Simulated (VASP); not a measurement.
A run of VASP 6.6.1 is set up as follows.

The input INCAR:

```
ALGO = Normal ; EDIFF = 1E-6
ENCUT = 500 ; GGA = PE
GGA_COMPAT = False ; ISIF = 2
ISMEAR = 1 ; IVDW = 12
LASPH = True ; LCHARG = True
LELF = True ; LREAL = False
LVHAR = True ; LWAVE = False
NBANDS = 8 ; NELM = 120
PREC = Accurate ; SIGMA = 0.05
```

KPOINTS

```
k-points
0
Gamma
  12 12 12
```

POSCAR

```
Al
1.0
    0.0000000000      1.9403381767      1.9403381767
    1.9403381767      0.0000000000      1.9403381767
    1.9403381767      1.9403381767      0.0000000000
Al
1
Direct
    0.0000000000      0.0000000000      0.0000000000
```

Potentials or basis: VASP PAW PBE potentials, release 64 (Al).

Launch:

```bash
$ cat potpaw_PBE.64/Al/POTCAR > POTCAR
$ mpirun -np 1 vasp_std > vasp.out
```

Predict the dispersion energy per atom.

-0.382 eV.

Predict the pressure.

8.0 GPa.

Caveat: three body term missing; pairwise dispersion overbinds metals, which lowers pressure and volume.
